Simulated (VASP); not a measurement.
Write the native input for VASP 6.6.1 that does the following.

| Item | Value |
| --- | --- |
| Task | single point |
| Functional | PBEsol |
| Potentials or basis | VASP PAW PBE potentials, release 64 (Si, C) |
| Cutoff | 520 eV |
| k mesh | 1 × 1 × 1, shifted |
| Occupations | fermi-dirac, width 0.05 eV |
| Spin | no spin polarisation |
| Dipole correction | no |
| Further INCAR settings | LREAL = Auto; ALGO = Normal; EDIFF = 1e-07; NBANDS = 168; ISYM = 0 |

The structure of Si32C33 (a cell with a defect) lies in POSCAR:

```
Si32C33
1.0
    8.7137060000      0.0000000000      0.0000000000
    0.0000000000      8.7137060000      0.0000000000
    0.0000000000      0.0000000000      8.7137060000
Si C
32 33
Direct
    0.0015180000      0.0006380000      0.0007640000
    0.0025710000      0.0011160000      0.5000630000
    0.0025460000      0.5000300000      0.0012600000
    0.0027020000      0.5003450000      0.5005420000
    0.5000070000      0.0031210000      0.0032170000
    0.5016490000      0.0005830000      0.5012550000
    0.5017140000      0.5011280000      0.0006610000
    0.4713160000      0.4701990000      0.4704000000
    0.2505830000      0.2499870000      0.9993120000
    0.2450450000      0.2425680000      0.4983530000
    0.2513820000      0.7505390000      0.0027650000
    0.2546520000      0.7493780000      0.5014010000
    0.7512510000      0.2504690000      0.0000190000
    0.7512810000      0.2495330000      0.5007700000
    0.7511820000      0.7523240000      0.0009900000
    0.7647250000      0.7576930000      0.4998900000
    0.2506420000      0.9991920000      0.2501510000
    0.2514130000      0.0026170000      0.7506240000
    0.2451650000      0.4982470000      0.2427010000
    0.2546100000      0.5012430000      0.7496290000
    0.7512060000      0.9999050000      0.2505630000
    0.7512090000      0.0007830000      0.7524850000
    0.7512660000      0.5006630000      0.2497320000
    0.7647420000      0.4997430000      0.7576250000
    0.9996730000      0.2491420000      0.2492540000
    0.0016180000      0.2497290000      0.7508140000
    0.0016330000      0.7506950000      0.2499270000
    0.0053490000      0.7513330000      0.7514660000
    0.5004370000      0.2457610000      0.2458940000
    0.5017610000      0.2485760000      0.7492160000
    0.5017770000      0.7491480000      0.2486790000
    0.4975510000      0.7577480000      0.7578680000
    0.1264020000      0.1254640000      0.1256450000
    0.1237340000      0.1239550000      0.6264640000
    0.1237230000      0.6263470000      0.1241540000
    0.1288510000      0.6254850000      0.6256480000
    0.6271310000      0.1255910000      0.1257280000
    0.6277480000      0.1250850000      0.6256160000
    0.6277540000      0.6254380000      0.1252600000
    0.5238650000      0.6047160000      0.6047830000
    0.3763620000      0.3741160000      0.1239810000
    0.3671820000      0.3622790000      0.6245620000
    0.3768050000      0.8763650000      0.1268330000
    0.3759280000      0.8808860000      0.6259820000
    0.8760940000      0.3756860000      0.1252710000
    0.8775120000      0.3750150000      0.6250560000
    0.8769130000      0.8763510000      0.1264060000
    0.8824900000      0.8801760000      0.6283760000
    0.3763870000      0.1238640000      0.3743200000
    0.3767880000      0.1266570000      0.8764670000
    0.3673650000      0.6243600000      0.3624680000
    0.3758860000      0.6258830000      0.8810460000
    0.8761170000      0.1251110000      0.3757980000
    0.8769100000      0.1262660000      0.8765320000
    0.8775050000      0.6249960000      0.3752520000
    0.8824160000      0.6282640000      0.8802430000
    0.1252310000      0.3738390000      0.3739690000
    0.1269840000      0.3763010000      0.8750960000
    0.1270880000      0.8748980000      0.3764630000
    0.1286900000      0.8768000000      0.8769290000
    0.6271310000      0.3696060000      0.3697880000
    0.6275020000      0.3775280000      0.8729660000
    0.6275000000      0.8729110000      0.3776070000
    0.6249110000      0.8821660000      0.8823280000
    0.6621890000      0.6568860000      0.6568730000
```

One way to write it, as run:

INCAR

```
PREC = Accurate
ENCUT = 520
EDIFF = 1E-7
ISMEAR = -1
SIGMA = 0.05
LREAL = Auto
LASPH = T
NELM = 60
ALGO = Normal
ISIF = 2
LWAVE = F
LCHARG = F
GGA = PS
NBANDS = 168
ISYM = 0
```

KPOINTS

```
Automatic mesh
0
Gamma
  1 1 1
  0.25 0.25 0.25
```

Potentials or basis: VASP PAW PBE potentials, release 64 (Si, C).

Run with:

```sh
$ cat potpaw_PBE.64/Si/POTCAR potpaw_PBE.64/C/POTCAR > POTCAR
$ mpirun -np 1 vasp_std > vasp.out
```

Results of the run:

| Item | Value |
| --- | --- |
| Pressure | 3.9 GPa |
| Largest force | 0.248 eV/Å |
| Band gap on the k mesh | 0.39 eV |

Caveat: semilocal functionals underestimate gaps, and a narrow one can read as zero; the PAW data sets were made with another functional, which shifts forces and pressure a little.

It took 18 min on 1 thread of AMD EPYC 7R13 Processor (Zen 3), with other jobs on the host, peak memory 0.8 GiB.
